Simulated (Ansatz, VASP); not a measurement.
# SnO2: VASP beside Ansatz

```
CELL_PARAMETERS angstrom
4.44290 0.00000 0.00000
0.00000 4.55986 0.00000
0.00000 0.00000 3.11308
ATOMIC_POSITIONS crystal
Sn 0.50000 0.50000 0.50000
Sn 0.00000 0.00000 0.00000
O 0.25642 0.35412 0.00000
O 0.75642 0.14588 0.50000
O 0.24358 0.85412 0.50000
O 0.74358 0.64588 0.00000
```

Alike in both runs: task single point; functional PBE; k mesh 6 × 6 × 10; occupations gaussian, width 0.02 eV; no spin polarisation.

```csv
,VASP,Ansatz
version,VASP 6.6.1,Ansatz 0.2.0
potentials or method,"VASP PAW PBE potentials, release 64 (Sn_d, O), cutoff 520 eV","scalar-relativistic, plane waves, PAW"
valence electrons in the cell,52,52
```

|  | VASP | Ansatz | Ansatz less VASP |
| --- | --- | --- | --- |
| gap on the k mesh at the Fermi level (eV) | 2.81 | 2.82 | +0.009 |
| least direct gap on the mesh (eV) | 2.96 | 2.97 | +0.010 |
| rms of the force components (eV/Å) | 0.012 | 0.002 | -0.0103 |

Atom by atom the forces differ by 0.011 eV/Å (rms over components). The functional is the same, so the differences come from potentials, cutoffs and numerics.
